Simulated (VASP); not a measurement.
Here is a VASP 6.6.1 calculation.

The input INCAR:

```
SYSTEM = Re
PREC     = Accurate       ! precision mode
ENCUT    = 600            ! plane-wave cutoff, eV
EDIFF    = 1E-6           ! SCF threshold, eV
ISMEAR   = 0              ! smearing method
SIGMA    = 0.1            ! smearing width, eV
LREAL    = .FALSE.        ! projectors in reciprocal space
LASPH    = .TRUE.         ! aspherical terms in the spheres
NELM     = 100            ! most SCF steps
ALGO     = Normal         ! electronic algorithm
ISIF     = 3              ! what is computed and relaxed
LWAVE    = .FALSE.        ! write WAVECAR
LCHARG   = .FALSE.        ! write CHGCAR
GGA      = PS             ! functional
IBRION   = 2              ! ionic algorithm
NSW      = 90             ! ionic steps
EDIFFG   = -0.04          ! ionic threshold
```

File KPOINTS:

```
regular mesh
0
G
  4 4 4
  0 0 0
```

POSCAR

```
Re
1.0
    4.9335961179      0.0000000000      0.0000000000
    0.0000000000      4.9335961179      0.0000000000
    0.0000000000      0.0000000000      4.9335961179
Re
8
Direct
    0.5000000000      0.5000000000      0.5000000000
    0.0000000000      0.0000000000      0.0000000000
    0.2500000000      0.0000000000      0.5000000000
    0.5000000000      0.2500000000      0.0000000000
    0.5000000000      0.7500000000      0.0000000000
    0.7500000000      0.0000000000      0.5000000000
    0.0000000000      0.5000000000      0.7500000000
    0.0000000000      0.5000000000      0.2500000000
```

Potentials or basis: VASP PAW PBE potentials, release 64 (Re).

Launch:

```sh
$ cat potpaw_PBE.64/Re/POTCAR > POTCAR
$ mpirun -np 1 vasp_std > vasp.out
```

(1) Estimate the relaxed volume.

(2) Predict the relaxed cell.

(3) What does it give for the band gap on the k mesh?

## Answers

(1) 14.80 Å³/atom.

(2) a = 4.911 Å, b = 4.911 Å, c = 4.911 Å, α = 90.00°, β = 90.00°, γ = 90.00°.

(3) zero (band 28 reaches 8.50 eV, above the bottom of band 29 at 8.06 eV).

Caveat: the PAW data sets were made with another functional, which shifts forces and pressure a little; spin-orbit coupling is left out, which moves the levels of the heavy elements.
